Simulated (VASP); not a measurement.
A run of VASP 6.6.1:

INCAR

```
SYSTEM = In3As
  ALGO = Normal
  EDIFF = 1E-6
  ENCUT = 520
  GGA = PE
  ISIF = 2
  ISMEAR = -1
  LASPH = .TRUE.
  LCHARG = .TRUE.
  LELF = .TRUE.
  LREAL = .FALSE.
  LVHAR = .TRUE.
  LWAVE = .FALSE.
  NBANDS = 30
  NELM = 100
  PREC = Accurate
  SIGMA = 0.05
```

File KPOINTS:

```
k-points
0
G
  5 5 5
  0 0 0
```

The input POSCAR:

```
In3As
1.0
    4.5782473800      0.0000000000      0.0000000000
    0.0000000000      4.5782473800      0.0000000000
    0.0000000000      0.0000000000      4.6716810000
In As
3 1
Direct
    0.5000000000      0.5000000000      0.0000000000
    0.5000000000      0.0000000000      0.5000000000
    0.0000000000      0.5000000000      0.5000000000
    0.0000000000      0.0000000000      0.0000000000
```

Potentials or basis: VASP PAW PBE potentials, release 64 (In_d, As).

Run with:

```bash
$ cat potpaw_PBE.64/In_d/POTCAR potpaw_PBE.64/As/POTCAR > POTCAR
$ mpirun -np 1 vasp_std > vasp.out
```

Hardware: 1 thread of Intel Xeon 8259CL, with other jobs on the host.

Question: How long does it take, and how much memory?

Answer: Run time: 80 s on 1 thread of Intel Xeon 8259CL (shared host), peak memory 0.22 GiB. Counts: scf iterations 13, k points 18.
